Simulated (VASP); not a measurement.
# Au: single point with PBEsol

Au:

```xyz
1
Lattice="0.0000 2.0432 2.0432 2.0432 0.0000 2.0432 2.0432 2.0432 0.0000" Properties=species:S:1:pos:R:3 pbc="T T T"
Au    0.0000    0.0000    0.0000
```

```yaml
Program: VASP 6.6.1
Task: single point
Functional: PBEsol
Potentials_or_basis: VASP PAW PBE potentials, release 64 (Au)
Cutoff: 500 eV
k_mesh: 10 × 10 × 10
Occupations: methfessel-paxton, width 0.05 eV
Spin: no spin polarisation
Dipole_correction: no
Further_INCAR_settings: ALGO = Normal; EDIFF = 1e-06; NBANDS = 12
```

| Item | Value |
| --- | --- |
| Pressure | -0.3 GPa |
| Band gap on the k mesh | zero (an odd number of electrons rules out a gap without spin polarisation) |

Levels at points of the mesh, in eV from the Fermi level:
```csv
k point,band 2,band 3,band 4,band 5,band 6,band 7,band 8,band 9,band 10,band 11
"(0.00, 0.00, 0.00)",-4.70,-4.70,-4.70,-3.17,-3.17,14.48,18.47,18.47,18.47,23.33
"(0.50, 0.00, 0.00)",-4.73,-4.73,-1.97,-1.97,-1.04,3.03,13.92,17.06,17.06,24.85
"(0.50, 0.50, 0.00)",-6.76,-2.01,-1.65,-1.65,0.93,5.71,9.93,9.93,17.13,19.75
```

Run time: 7 s on 1 thread of AMD EPYC 7R13 Processor (Zen 3) (shared host), peak memory 0.11 GiB.

Caveat: the PAW data sets were made with another functional, which shifts forces and pressure a little; spin-orbit coupling is left out, which moves the levels of the heavy elements.
